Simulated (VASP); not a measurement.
# CuAu3 in VASP: further runs, part 2 of 2

VASP 6.6.1. Earlier steps stand in the parts before.

## (5) Single point, r2SCAN (equal strain along all axes, cell held: -4.0 %)

Input file POSCAR:

```
CuAu3
1.0
    3.8505292950      0.0000000000      0.0000000000
    0.0000000000      3.8505292950      0.0000000000
    0.0000000000      0.0000000000      3.8505292950
Cu Au
1 3
Direct
    0.0000000000      0.0000000000      0.0000000000
    0.0000000000      0.5000000000      0.5000000000
    0.5000000000      0.0000000000      0.5000000000
    0.5000000000      0.5000000000      0.0000000000
```

Input file INCAR.step1:

```
SYSTEM = CuAu3
ALGO = Normal
EDIFF = 1E-4
ENCUT = 520
GGA = PE
ISMEAR = 0
LASPH = .TRUE.
LCHARG = .FALSE.
LREAL = .FALSE.
LWAVE = .TRUE.
NBANDS = 30
NELM = 100
PREC = Accurate
SIGMA = 0.1
```

Input file INCAR.step2:

```
SYSTEM = CuAu3
ALGO = Normal
EDIFF = 1E-7
ENCUT = 520
ISIF = 2
ISMEAR = 0
ISTART = 1
LASPH = .TRUE.
LCHARG = .FALSE.
LMIXTAU = .TRUE.
LREAL = .FALSE.
LWAVE = .FALSE.
METAGGA = R2SCAN
NBANDS = 30
NELM = 100
PREC = Accurate
SIGMA = 0.1
```

Input file KPOINTS:

```
k-points
0
G
  14 14 14
  0 0 0
```

Potentials or basis: VASP PAW PBE potentials, release 64 (Cu, Au).

On the command line:

```
cat potpaw_PBE.64/Cu/POTCAR potpaw_PBE.64/Au/POTCAR > POTCAR
cp INCAR.step1 INCAR
mpirun -np 1 vasp_std > vasp.out
cp INCAR.step2 INCAR
mpirun -np 1 vasp_std > vasp.out
```

OUTCAR:

```text
SYSTEM = CuAu3
   EDIFF = 1E-7
   ENCUT = 520
   ISIF = 2
   ISMEAR = 0
   ISTART = 1
   LASPH = .TRUE.
   LREAL = .FALSE.
   METAGGA = R2SCAN
   NELM = 100
   PREC = Accurate

 ion  position               nearest neighbor table
   1  0.000  0.000  0.000-   2 2.72   3 2.72   4 2.72   2 2.72   3 2.72   2 2.72   4 2.72   2 2.72
                             3 2.72   4 2.72   3 2.72   4 2.72
   2  0.000  0.500  0.500-   1 2.72   3 2.72   4 2.72   1 2.72   4 2.72   1 2.72   3 2.72   1 2.72
[... 991 lines left out ...]
     30      23.4738      0.00000

 [... further k-points ...]
[... 5 lines left out ...]
  --------------------------------------------------------------------------------------
  -------------------------------------------------------------------------------------
  Total        9.7285051      9.7285051      9.7285051     -0.0000000     -0.0000000     -0.0000000
  in kB      273.0205881    273.0205881    273.0205881     -0.0000000     -0.0000000     -0.0000000
  external PRESSURE =     273.0205881 kB  Pullay stress =       0.0000000 kB

 VOLUME and BASIS-vectors are now :
 -----------------------------------------------------------------------------
  energy-cutoff  :      520.00
  volume of cell :       57.09
      direct lattice vectors                 reciprocal lattice vectors
     3.850529295  0.000000000  0.000000000     0.259704556  0.000000000  0.000000000
     0.000000000  3.850529295  0.000000000     0.000000000  0.259704556  0.000000000
     0.000000000  0.000000000  3.850529295     0.000000000  0.000000000  0.259704556

 POSITION                                       TOTAL-FORCE (eV/Angst)
 -----------------------------------------------------------------------------------
      0.00000      0.00000      0.00000         0.000000      0.000000      0.000000
      0.00000      1.92526      1.92526         0.000000      0.000000      0.000000
      1.92526      0.00000      1.92526         0.000000      0.000000      0.000000
      1.92526      1.92526      0.00000         0.000000      0.000000      0.000000
 -----------------------------------------------------------------------------------
    total drift:                                0.000000      0.000000     -0.000000

  FREE ENERGIE OF THE ION-ELECTRON SYSTEM (eV)
  ---------------------------------------------------
  free  energy   TOTEN  =      -162.1530863215 eV

  energy  without entropy=     -162.1484631205  energy(sigma->0) =     -162.15077472
```

Run time: 11 min. Hardware: 1 thread of Intel Xeon Platinum 8488C (Sapphire Rapids), shared host; peak memory 0.31 GiB.

What came out:

```
Free energy            : -162.1531 eV
Pressure               : 27.3 GPa
Band gap on the k mesh : zero (bands 22 and 23 overlap by 2.57 eV)
```

Caveat: the cell differs from its parent crystal (equal strain along all axes, cell held: -4.0 %); the cell stands under pressure; the PAW data sets were made with another functional, which shifts forces and pressure a little; spin-orbit coupling is left out, which moves the levels of the heavy elements.

## (6) Single point, r2SCAN (equal strain along all axes, cell held: -2.0 %)

Input file POSCAR:

```
CuAu3
1.0
    3.9307486553      0.0000000000      0.0000000000
    0.0000000000      3.9307486553      0.0000000000
    0.0000000000      0.0000000000      3.9307486553
Cu Au
1 3
Direct
    0.0000000000      0.0000000000      0.0000000000
    0.0000000000      0.5000000000      0.5000000000
    0.5000000000      0.0000000000      0.5000000000
    0.5000000000      0.5000000000      0.0000000000
```

Input file INCAR.step1:

```
  ALGO = Normal
  EDIFF = 1E-4
  ENCUT = 520
  GGA = PE
  ISMEAR = 0
  LASPH = T
  LCHARG = F
  LREAL = F
  LWAVE = T
  NBANDS = 30
  NELM = 80
  PREC = Accurate
  SIGMA = 0.1
```

Input file INCAR.step2:

```
  ALGO = Normal
  EDIFF = 1E-6
  ENCUT = 520
  ISIF = 2
  ISMEAR = 0
  ISTART = 1
  LASPH = T
  LCHARG = T
  LELF = T
  LMIXTAU = T
  LREAL = F
  LVHAR = T
  LWAVE = F
  METAGGA = R2SCAN
  NBANDS = 30
  NELM = 80
  PREC = Accurate
  SIGMA = 0.1
```

Input file KPOINTS:

```
k-points
0
Gamma
  14 14 14
```

Potentials or basis: VASP PAW PBE potentials, release 64 (Cu, Au).

On the command line:

```
cat potpaw_PBE.64/Cu/POTCAR potpaw_PBE.64/Au/POTCAR > POTCAR
cp INCAR.step1 INCAR
mpirun -np 1 vasp_std > vasp.out
cp INCAR.step2 INCAR
mpirun -np 1 vasp_std > vasp.out
```

Wall time 11 min (1 thread of Intel Xeon Platinum 8488C (Sapphire Rapids), shared host); peak memory 0.31 GiB.

It converged, with:

```
Free energy            : -162.5850 eV
Pressure               : 11.5 GPa
Band gap on the k mesh : zero (bands 22 and 23 overlap by 2.28 eV)
```

Levels at points of the mesh, in eV from the Fermi level:
| k point | band 19 | band 20 | band 21 | band 22 | band 23 | band 24 | band 25 | band 26 |
| --- | --- | --- | --- | --- | --- | --- | --- | --- |
| (0.00, 0.00, 0.00) | -1.69 | -1.69 | -1.69 | 0.99 | 0.99 | 0.99 | 6.47 | 6.47 |
| (0.50, 0.00, 0.00) | -2.41 | -2.20 | -1.75 | -1.69 | 5.76 | 6.11 | 6.27 | 6.27 |
| (0.50, 0.50, 0.00) | -2.45 | -2.45 | -0.91 | -0.23 | -0.10 | -0.10 | 8.99 | 9.59 |
| (0.50, 0.50, 0.50) | -1.88 | -1.88 | -1.19 | -1.17 | -1.17 | -1.17 | 3.27 | 3.27 |

Caveat: the cell differs from its parent crystal (equal strain along all axes, cell held: -2.0 %); the cell stands under pressure; the PAW data sets were made with another functional, which shifts forces and pressure a little; spin-orbit coupling is left out, which moves the levels of the heavy elements.

## (7) Single point, r2SCAN (biaxial strain in the a-b plane: +2.0 %)

Input file POSCAR:

```
CuAu3
1.0
    4.0911873758      0.0000000000      0.0000000000
    0.0000000000      4.0911873758      0.0000000000
    0.0000000000      0.0000000000      3.9628363993
Cu Au
1 3
Direct
    0.0000000000      0.0000000000      0.0000000000
    0.0000000000      0.5000000000      0.5000000000
    0.5000000000      0.0000000000      0.5000000000
    0.5000000000      0.5000000000      0.0000000000
```

Input file INCAR.step1:

```
SYSTEM = CuAu3
  PREC = Accurate
  ENCUT = 520
  ISMEAR = 0
  SIGMA = 0.1
  LREAL = .FALSE.
  LASPH = .TRUE.
  NELM = 80
  NBANDS = 30
  GGA = PE
  ALGO = Normal
  EDIFF = 1E-4
  LWAVE = .TRUE.
  LCHARG = .FALSE.
```

Input file INCAR.step2:

```
SYSTEM = CuAu3
  PREC = Accurate
  ENCUT = 520
  EDIFF = 1E-6
  ISMEAR = 0
  SIGMA = 0.1
  LREAL = .FALSE.
  LASPH = .TRUE.
  NELM = 80
  ALGO = Normal
  ISIF = 2
  LWAVE = .FALSE.
  LCHARG = .TRUE.
  METAGGA = R2SCAN
  LMIXTAU = .TRUE.
  LELF = .TRUE.
  LVHAR = .TRUE.
  NBANDS = 30
  ISTART = 1
```

Input file KPOINTS:

```
Automatic mesh
0
G
  14 14 14
  0 0 0
```

On the command line:

```
cat potpaw_PBE.64/Cu/POTCAR potpaw_PBE.64/Au/POTCAR > POTCAR
cp INCAR.step1 INCAR
mpirun -np 1 vasp_std > vasp.out
cp INCAR.step2 INCAR
mpirun -np 1 vasp_std > vasp.out
```

Wall time 38 min (1 thread of Oxide Virtual Turin-like, shared host); peak memory 0.53 GiB.

It converged, with:

```yaml
Free_energy: -162.6918 eV
Pressure: -3.8 GPa
Band_gap_on_the_k_mesh: zero (bands 22 and 23 overlap by 1.92 eV)
```

Stress tensor (GPa, compression positive):
```
-4.18  0.00  0.00
 0.00 -4.18  0.00
 0.00  0.00 -3.04
```

Levels at points of the mesh, in eV from the Fermi level:
```tsv
k point	band 19	band 20	band 21	band 22	band 23	band 24	band 25	band 26
(0.00, 0.00, 0.00)	-1.63	-1.54	-1.54	1.08	1.08	1.64	5.47	5.93
(0.50, 0.00, 0.00)	-2.16	-1.99	-1.69	-1.54	5.43	5.60	5.76	6.29
(0.50, 0.50, 0.00)	-2.21	-2.21	-0.95	-0.37	-0.37	-0.33	8.91	9.57
(0.00, 0.00, 0.50)	-2.13	-2.04	-1.87	-1.62	5.13	5.20	6.04	6.04
(0.50, 0.00, 0.50)	-2.19	-2.17	-0.80	-0.15	-0.11	-0.11	8.43	8.85
(0.50, 0.50, 0.50)	-1.74	-1.70	-0.75	-0.73	-0.73	-0.72	2.78	2.78
```

Caveat: the cell differs from its parent crystal (biaxial strain in the a-b plane: +2.0 %); the cell stands under tension; the PAW data sets were made with another functional, which shifts forces and pressure a little; spin-orbit coupling is left out, which moves the levels of the heavy elements.

## (8) Overview

| cell | k mesh | gap on the mesh (eV) | pressure (GPa) |
| --- | --- | --- | --- |
| a = 4.011 Å, 4 atoms | 10 × 10 × 10 | none | 0.3 |
| a = 4.091, b = 4.091, c = 3.880 Å, 4 atoms | 14 × 14 × 14 | none | -0.8 |
| a = 3.770 Å, 4 atoms | 14 × 14 × 14 | none | 49.3 |
| a = 3.851 Å, 4 atoms | 14 × 14 × 14 | none | 27.3 |
| a = 3.931 Å, 4 atoms | 14 × 14 × 14 | none | 11.5 |
| a = 4.091, b = 4.091, c = 3.963 Å, 4 atoms | 14 × 14 × 14 | none | -3.8 |

Alike in all rows: task single point; level r2SCAN; potentials or basis VASP PAW PBE potentials, release 64 (Cu, Au); no spin polarisation; cutoff (eV) 520; smearing gaussian 0.1 eV.

Caveats: the PAW data sets were made with another functional, which shifts forces and pressure a little; spin-orbit coupling is left out, which moves the levels of the heavy elements; the cell stands under pressure (at least some runs); the cell stands under tension (at least some runs).

Absolute energies hang on the potentials; compare differences alone.
